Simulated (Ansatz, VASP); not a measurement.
This is a calculation of C for VASP 6.6.1.

Contents of POSCAR:

```
C
1.0
    2.6197200000      0.0000000000      0.0000000000
    0.0000000000      2.6197200000      0.0000000000
    0.0000000000      0.0000000000      2.6197200000
C
3
Direct
    0.0000000000      0.5000000000      0.5000000000
    0.5000000000      0.0000000000      0.5000000000
    0.5000000000      0.5000000000      0.0000000000
```

File INCAR.step1:

```
SYSTEM = C
PREC = Accurate
ENCUT = 520
EDIFF = 1E-5
ISMEAR = -1
SIGMA = 0.05
LREAL = .False.
LASPH = .True.
NELM = 80
ALGO = Normal
ISIF = 2
LWAVE = .True.
LCHARG = .False.
NBANDS = 13
GGA = PE
```

INCAR.step2

```
SYSTEM = C
PREC = Accurate
ENCUT = 520
EDIFF = 1E-7
ISMEAR = -1
SIGMA = 0.05
LREAL = .False.
LASPH = .True.
NELM = 80
ALGO = Normal
ISIF = 2
LWAVE = .False.
LCHARG = .False.
GGA = PE
LHFCALC = .True.
AEXX = 0.4
HFSCREEN = 0.2
PRECFOCK = Normal
NBANDS = 13
ISTART = 1
```

KPOINTS

```
Automatic mesh
0
Gamma
  5 5 5
  0 0 0
```

Potentials or basis: VASP PAW PBE potentials, release 64 (C).

Launch:

```console
$ cat potpaw_PBE.64/C/POTCAR > POTCAR
$ cp INCAR.step1 INCAR
$ mpirun -np 1 vasp_std > vasp.out
$ cp INCAR.step2 INCAR
$ mpirun -np 1 vasp_std > vasp.out
```

Translate it to Ansatz 0.2.0. Potentials there: Ansatz PAW.

As run (the cutoff follows the program's own potentials):

Contents of input:

```
crystal:
  lattice:
    - [2.61972, 0.0, 0.0]
    - [0.0, 2.61972, 0.0]
    - [0.0, 0.0, 2.61972]
  atoms:
    - { symbol: C, position: [0.0, 0.5, 0.5] }
    - { symbol: C, position: [0.5, 0.0, 0.5] }
    - { symbol: C, position: [0.5, 0.5, 0.0] }
hamiltonian:
  xc: { exchange: pbe, correlation: pbe, exx: { coeff: 0.4, omega: 0.2 } }
  pseudopotentials: { kind: paw }
kpoints:
  mp_grid: { grid: [5, 5, 5] }
scf:
  occupations: { method: fermi_dirac, width: 0.05 }
output:
  forces: true
  stress: true
  eigenvalues: true
```

Both were run:

|  | VASP | Ansatz | Ansatz less VASP |
| --- | --- | --- | --- |
| gap on the k mesh at the Fermi level (eV) | none | none | - |
| pressure (GPa) | -7.5 | -7.6 | -0.18 |

VASP's potentials were made for PBE, not for PBE-based screened hybrid. A gap of «none» marks a metal or a gap that the smearing closes.

The k mesh is coarse, so the values compare programs but aren't converged.
